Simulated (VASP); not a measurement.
Wanted: the native input for a VASP 6.6.1 run.

```
Task                   : single point
Functional             : PBE
Potentials or basis    : VASP PAW PBE potentials, release 64 (Hf_pv, F)
Cutoff                 : 520 eV
k mesh                 : 9 × 9 × 1
Occupations            : gaussian, width 0.1 eV
Spin                   : no spin polarisation
Dipole correction      : yes
Further INCAR settings : ALGO = Normal; EDIFF = 1e-07; NBANDS = 32
```

The structure of Hf4F lies in POSCAR:

```
Hf4F
1.0
    3.2048170381      0.0000000000      0.0000000000
   -1.6024085190      2.7754529695      0.0000000000
    0.0000000000      0.0000000000     24.5281466259
Hf F
4 1
Direct
    0.6666666667      0.3333333333      0.1630779553
    0.3333333333      0.6666666667      0.2663815885
    0.6666666667      0.3333333333      0.3732987945
    0.3333333333      0.6666666667      0.4699966451
    0.6666666667      0.3333333333      0.5087276595
```

These files were run (other wordings do the same):

INCAR

```
SYSTEM = Hf4F
PREC = Accurate
ENCUT = 520
EDIFF = 1E-7
ISMEAR = 0
SIGMA = 0.1
LREAL = .FALSE.
LASPH = .TRUE.
NELM = 100
ALGO = Normal
ISIF = 2
LWAVE = .FALSE.
LCHARG = .FALSE.
LDIPOL = .TRUE.
IDIPOL = 3
DIPOL = 0.5 0.5 0.356
GGA = PE
NBANDS = 32
```

KPOINTS

```
Automatic mesh
0
G
  9 9 1
  0 0 0
```

Potentials or basis: VASP PAW PBE potentials, release 64 (Hf_pv, F).

The run is started by

```console
$ cat potpaw_PBE.64/Hf_pv/POTCAR potpaw_PBE.64/F/POTCAR > POTCAR
$ mpirun -np 1 vasp_std > vasp.out
```

It gave:

```yaml
Largest_force: 4.652 eV/Å
Band_gap_on_the_k_mesh: zero (an odd number of electrons rules out a gap without spin polarisation)
```

Caveat: spin-orbit coupling is left out, which moves the levels of the heavy elements; an odd number of electrons without spin polarisation forces a metal; a magnetic or distorted state may lie lower.

Wall time 5.4 min on 1 thread of AMD EPYC 7R13, on a shared host, peak memory 0.32 GiB.
